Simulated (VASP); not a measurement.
Runs of VASP 6.6.1 on Os. The structure is that of space group P6_3/mmc (No. 194), or close to it. The cells are those of the table. 

```tsv
cell	gap on the mesh (eV)	pressure (GPa)
a = 2.843, b = 2.843, c = 4.147 Å, angles 90.0, 90.0, 120.0°, 2 atoms	none	-13.0
a = 2.843, b = 2.843, c = 4.665 Å, angles 90.0, 90.0, 120.0°, 2 atoms	none	-47.7
a = 2.953, b = 2.953, c = 4.147 Å, angles 90.0, 90.0, 120.0°, 2 atoms	none	(a)
a = 2.734, b = 2.734, c = 4.492 Å, angles 90.0, 90.0, 120.0°, 2 atoms	none	-17.6
a = 2.843, b = 2.843, c = 4.320 Å, angles 90.0, 90.0, 120.0°, 2 atoms	none	-29.0
a = 2.953, b = 2.953, c = 4.665 Å, angles 90.0, 90.0, 120.0°, 2 atoms	none	-58.0
a = 2.734, b = 2.734, c = 4.665 Å, angles 90.0, 90.0, 120.0°, 2 atoms	none	-28.2
a = 2.953, b = 2.953, c = 4.492 Å, angles 90.0, 90.0, 120.0°, 2 atoms	none	(b)
```

Alike in all rows: task single point; level PBEsol; potentials or basis VASP PAW PBE potentials, release 64 (Os); no spin polarisation; k mesh 18 × 18 × 12; cutoff (eV) 520; smearing gaussian 0.15 eV.

**Question.** Estimate the missing entries.

**Answer.** (a) -32.8; (b) -52.9.

Caveats: the PAW data sets were made with another functional, which shifts forces and pressure a little; spin-orbit coupling is left out, which moves the levels of the heavy elements; the stress differs along the axes, from -25 to 12 GPa (at least some runs); the stress differs along the axes, from -58 to -42 GPa (at least some runs); the stress differs along the axes, from -45 to -7 GPa (at least some runs); the stress differs along the axes, from -32 to -10 GPa (at least some runs); the stress differs along the axes, from -34 to -19 GPa (at least some runs).

A k mesh can miss the band edges, and the runs leave out spin-orbit coupling on Os.

A gap of «none» marks levels without a gap at the run's occupations.
